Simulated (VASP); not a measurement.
Si: single point with r2SCAN

The system is Si.

```
Si
1.0
     0.00000    2.72216    2.72216
     2.72216    0.00000    2.72216
     2.72216    2.72216    0.00000
Si
2
Direct
  0.25000 0.25000 0.25000
  0.00000 0.00000 0.00000
```

```yaml
Program: VASP 6.6.1
Task: single point
Functional: r2SCAN
Potentials_or_basis: VASP PAW PBE potentials, release 64 (Si)
Cutoff: 520 eV
k_mesh: 8 × 8 × 8
Occupations: gaussian, width 0.01 eV
Spin: no spin polarisation
```

```
Pressure               : -0.2 GPa
Band gap on the k mesh : 0.83 eV (least direct gap 2.75 eV)
```

Levels at points of the mesh, in eV from the valence-band top:
| k point | band 2 | band 3 | band 4 | band 5 | band 6 | band 7 |
| --- | --- | --- | --- | --- | --- | --- |
| (0.00, 0.00, 0.00) | 0.00 | 0.00 | 0.00 | 2.75 | 2.75 | 2.75 |
| (0.50, 0.00, 0.00) | -7.23 | -1.27 | -1.27 | 1.86 | 3.59 | 3.59 |
| (0.50, 0.50, 0.00) | -8.13 | -2.99 | -2.99 | 0.93 | 0.93 | 10.81 |

It took 93 s on 1 thread of Intel Xeon 8259CL (shared host), peak memory 0.16 GiB.

Caveat: the PAW data sets were made with another functional, which shifts forces and pressure a little. A k mesh can miss the band edges.
